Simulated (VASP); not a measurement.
A run of VASP 6.6.1:

INCAR

```
SYSTEM = Be
ALGO = Normal
EDIFF = 1E-6
EDIFFG = -0.01
ENCUT = 600
GGA = PS
IBRION = 2
ISIF = 3
ISMEAR = 0
LASPH = .TRUE.
LCHARG = .FALSE.
LREAL = .FALSE.
LWAVE = .FALSE.
NELM = 100
NSW = 100
PREC = Accurate
SIGMA = 0.1
```

Contents of KPOINTS:

```
k-points
0
G
  27 27 16
  0 0 0
```

File POSCAR:

```
Be
1.0
    2.2515284225      0.0000000000      0.0000000000
   -1.1257642113      1.9498808113      0.0000000000
    0.0000000000      0.0000000000      3.5594813898
Be
2
Direct
    0.6666666667      0.3333333333      0.7500000000
    0.3333333333      0.6666666667      0.2500000000
```

Potentials or basis: VASP PAW PBE potentials, release 64 (Be).

The run is started by

```sh
$ cat potpaw_PBE.64/Be/POTCAR > POTCAR
$ mpirun -np 1 vasp_std > vasp.out
```

Hardware: 1 thread of Intel(R) Xeon(R) Platinum 8488C (Sapphire Rapids) (shared host).

Task: Estimate the wall time of this run.

Result: Run time: 48 s on 1 thread of Intel(R) Xeon(R) Platinum 8488C (Sapphire Rapids) (shared host), peak memory 0.18 GiB. Counts: scf iterations 15, k points 675, ion steps 3.
